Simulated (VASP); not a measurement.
Write the native input for VASP 6.6.1 that does the following.

```
Task                   : single point
Functional             : PBE
Potentials or basis    : VASP PAW PBE potentials, release 64 (Zn, Cl)
Cutoff                 : 520 eV
k mesh                 : 6 × 6 × 2
Occupations            : gaussian, width 0.1 eV
Spin                   : no spin polarisation
Dipole correction      : no
Further INCAR settings : ALGO = Normal; EDIFF = 1e-06; NBANDS = 24
```

The structure of ZnCl3 lies in POSCAR:

```
ZnCl3
1.0
    3.1882930900      0.0000000000      0.0000000000
   -1.5941465400      2.7611428100      0.0000000000
    0.0000000000      0.0000000000     10.1014236700
Zn Cl
1 3
Direct
    0.6666666700      0.3333333300      0.0000000000
    0.6666666700      0.3333333300      0.5000000000
    0.3333333300      0.6666666700      0.2505199900
    0.3333333300      0.6666666700      0.7494800100
```

The cell was generated, and may not be a known phase.

One way to write it, as run:

INCAR

```
  PREC = Accurate
  ENCUT = 520
  EDIFF = 1E-6
  ISMEAR = 0
  SIGMA = 0.1
  LREAL = False
  LASPH = True
  NELM = 60
  ALGO = Normal
  ISIF = 2
  LWAVE = False
  LCHARG = True
  GGA = PE
  LELF = True
  LVHAR = True
  NBANDS = 24
```

KPOINTS

```
regular mesh
0
Gamma
  6 6 2
```

Potentials or basis: VASP PAW PBE potentials, release 64 (Zn, Cl).

Command:

```bash
$ cat potpaw_PBE.64/Zn/POTCAR potpaw_PBE.64/Cl/POTCAR > POTCAR
$ mpirun -np 1 vasp_std > vasp.out
```

It gave:

```yaml
Pressure: -3.2 GPa
Largest_force: 1.339 eV/Å
Band_gap_on_the_k_mesh: zero (an odd number of electrons rules out a gap without spin polarisation)
```

Caveat: the k points lie up to 0.38 Å⁻¹ apart, too coarse for converged energies and pressures of a metal; an odd number of electrons without spin polarisation forces a metal; a magnetic or distorted state may lie lower.

Wall time 20 s on 1 thread of Intel(R) Xeon(R) 6975P-C (Granite Rapids) (shared host), peak memory 0.2 GiB.
